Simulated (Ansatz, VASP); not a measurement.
# Two plane-wave programs on MgB2

```xyz
3
Lattice="3.0706 0.0000 0.0000 -1.5353 2.6592 0.0000 0.0000 0.0000 3.5087" Properties=species:S:1:pos:R:3 pbc="T T T"
Mg    0.0000    0.0000    0.0000
B     0.0000    1.7728    1.7543
B     1.5353    0.8864    1.7543
```

Alike in both runs: functional r2SCAN; k mesh 12 × 12 × 9; occupations fermi-dirac, width 0.1 eV; no spin polarisation.

Ansatz relaxed the structure, and its values are those at the end. VASP's run is a single point on that final structure, the one shown.

|  | VASP | Ansatz |
| --- | --- | --- |
| version | VASP 6.6.1 | Ansatz 0.2.0 |
| potentials or method | VASP PAW PBE potentials, release 64 (Mg_sv, B), cutoff 750 eV | PAW plane waves |
| valence electrons in the cell | 16 | 16 |

Ansatz gave:

| Quantity | Value |
| --- | --- |
| gap on the k mesh at the Fermi level (eV) | none |
| pressure (GPa) | 0.0 |

Estimate VASP's values.

gap on the k mesh at the Fermi level (eV): none; pressure (GPa): -0.3.

VASP's potentials were made for PBE, not for r2SCAN. A gap of «none» marks a metal or a gap that the smearing closes. The functional is the same, so the differences come from potentials, cutoffs and numerics.
